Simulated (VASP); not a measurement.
Wanted: the native input for a VASP 6.6.1 run.

```yaml
Task: single point
Functional: PBE
Potentials_or_basis: VASP PAW PBE potentials, release 64 (Li_sv, Ga_d, I)
Cutoff: 520 eV
k_mesh: 4 × 4 × 2
Occupations: gaussian, width 0.1 eV
Spin: no spin polarisation
Dipole_correction: no
Further_INCAR_settings: ALGO = Normal; EDIFF = 1e-06; NBANDS = 23
```

The structure of LiGaI2 lies in POSCAR:

```
LiGaI2
1.0
    3.8601061200      0.0000000000      0.0000000000
    0.0000000000      3.8601061200      0.0000000000
    0.0000000000      0.0000000000      8.1577070100
Li Ga I
1 1 2
Direct
    0.0000000000      0.0000000000      0.7485212800
    0.0000000000      0.0000000000      0.0209034500
    0.5000000000      0.0000000000      0.4327019200
    0.0000000000      0.5000000000      0.4327019200
```

The input as run:

INCAR

```
  ALGO = Normal
  EDIFF = 1E-6
  ENCUT = 520
  GGA = PE
  ISIF = 2
  ISMEAR = 0
  LASPH = T
  LCHARG = F
  LREAL = F
  LWAVE = F
  NBANDS = 23
  NELM = 60
  PREC = Accurate
  SIGMA = 0.1
```

KPOINTS

```
k-points
0
Gamma
  4 4 2
```

Potentials or basis: VASP PAW PBE potentials, release 64 (Li_sv, Ga_d, I).

Run with:

```console
$ cat potpaw_PBE.64/Li_sv/POTCAR potpaw_PBE.64/Ga_d/POTCAR potpaw_PBE.64/I/POTCAR > POTCAR
$ mpirun -np 1 vasp_std > vasp.out
```

Results of the run:

| Item | Value |
| --- | --- |
| Largest force | 1.492 eV/Å |
| Band gap on the k mesh | zero (band 15 reaches 5.41 eV, above the bottom of band 16 at 3.63 eV) |

Caveat: the k points lie up to 0.41 Å⁻¹ apart; spin-orbit coupling is left out, which moves the levels of the heavy elements; forces of over 1 eV/Å act on the atoms, so gaps and moduli don't describe the material at rest.

Wall time 26 s on 1 thread of Intel(R) Xeon(R) 6975P-C (Granite Rapids), with other jobs on the host, peak memory 0.24 GiB.
